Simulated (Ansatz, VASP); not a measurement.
# HfN in VASP and in Ansatz

```xyz
6
Lattice="2.2739 -2.2739 0.0000 2.2739 0.0000 -2.2739 8.0119 8.0119 8.0119" Properties=species:S:1:pos:R:3 pbc="T T T"
Hf    4.1687    1.8948    1.8948
Hf    4.1687   -0.3791   -0.3791
Hf    6.4426    1.8948    4.1687
N     6.4426    1.8948    1.8948
N     4.1687   -0.3791    1.8948
N     1.8948   -0.3791   -0.3791
```

Alike in both runs: task single point; functional PBE; k mesh 21 × 21 × 8; occupations gaussian, width 0.15 eV; no spin polarisation.

```csv
,VASP,Ansatz
version,VASP 6.6.1,Ansatz 0.2.0
potentials or method,"VASP PAW PBE potentials, release 64 (Hf_pv, N), cutoff 520 eV","scalar-relativistic, plane waves, PAW"
valence electrons in the cell,45,93
```

|  | VASP | Ansatz | Ansatz less VASP |
| --- | --- | --- | --- |
| gap on the k mesh at the Fermi level (eV) | none | none | - |
| rms of the force components (eV/Å) | 1.984 | 1.975 | -0.0087 |

Atom by atom the forces differ by 0.036 eV/Å (rms over components). A gap of «none» marks a metal or a gap that the smearing closes. VASP's potentials hold 45 valence electrons a cell and Ansatz's 93, so a difference there can come from the potentials and not from the codes.

Spin-orbit coupling is off throughout.
